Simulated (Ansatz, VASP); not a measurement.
**One calculation of Zn, two programs**

```xyz
2
Lattice="2.6700 0.0000 0.0000 -1.3350 2.3123 0.0000 0.0000 0.0000 4.9660" Properties=species:S:1:pos:R:3 pbc="T T T"
Zn    1.3350    0.7708    3.7245
Zn    0.0000    1.5415    1.2415
```

Alike in both runs: functional PBEsol; k mesh 7 × 7 × 3; occupations fermi-dirac, width 0.05 eV; no spin polarisation.

```csv
,VASP,Ansatz
version,VASP 6.6.1,Ansatz 0.2.0
potentials or method,"VASP PAW PBE potentials, release 64 (Zn)",Ansatz PAW
plane-wave cutoff (eV),520,420
valence electrons in the cell,24,24
task,single point,band structure
```

VASP gave:

```
gap on the k mesh at the Fermi level (eV)                     : none
pressure (GPa)                                                : -5.6
traceless stress, the component that is largest in VASP (GPa) : 1.77
```

Task: Which values does Ansatz return?

Result: gap on the k mesh at the Fermi level (eV): none; pressure (GPa): -5.9; traceless stress, the component that is largest in VASP (GPa): 1.98.

VASP's potentials were made for PBE, not for PBEsol. A gap of «none» marks a metal or a gap that the smearing closes. The functional is the same, so the differences come from potentials, cutoffs and numerics.

The k mesh is coarse, so the values compare programs but aren't converged.
